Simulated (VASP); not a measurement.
## TaN: single point with LDA

The system is TaN.

```
CELL_PARAMETERS angstrom
0.00000 2.17900 2.28795
2.17900 0.00000 2.28795
2.17900 2.17900 0.00000
ATOMIC_POSITIONS crystal
Ta 0.50000 0.50000 0.50000
N 0.00000 0.00000 0.00000
```

This cell differs from its parent crystal: strain +0.000 along x and y, +0.050 along z.

```
Program             : VASP 6.6.1
Task                : single point
Functional          : LDA
Potentials or basis : VASP PAW LDA potentials, release 64 (Ta_sv_GW, N)
Cutoff              : 700 eV
k mesh              : 18 × 18 × 18
Occupations         : gaussian, width 0.15 eV
Spin                : no spin polarisation
```

```json
{"Pressure": "-15.7 GPa", "Band gap on the k mesh": "zero (bands 9 and 10 overlap by 3.67 eV)"}
```

Stress tensor (GPa, compression positive):
```
 -8.97   0.00   0.00
  0.00  -8.97   0.00
  0.00   0.00 -29.14
```

Levels at points of the mesh, in eV from the Fermi level:
```
           k point  band 7  band 8  band 9  band 10  band 11  band 12
(0.00, 0.00, 0.00)   -3.64   -3.64   -2.43    -1.84    -1.84    -0.66
(0.50, 0.00, 0.00)   -7.44   -7.41    1.70     1.89     2.11     3.84
(0.50, 0.50, 0.00)   -5.26   -4.35   -4.35     1.99     3.41     3.41
(0.50, 0.00, 0.50)   -5.31   -4.64   -4.50     1.87     3.09     3.76
```

Run time: 3.7 min on 1 thread of AMD EPYC 7R43 64-Core Processor (Zen 3) (shared host), peak memory 0.35 GiB.

Caveat: the cell differs from its parent crystal (strain +0.000 along x and y, +0.050 along z); the stress differs along the axes, from -29 to -9 GPa; spin-orbit coupling is left out, which moves the levels of the heavy elements.
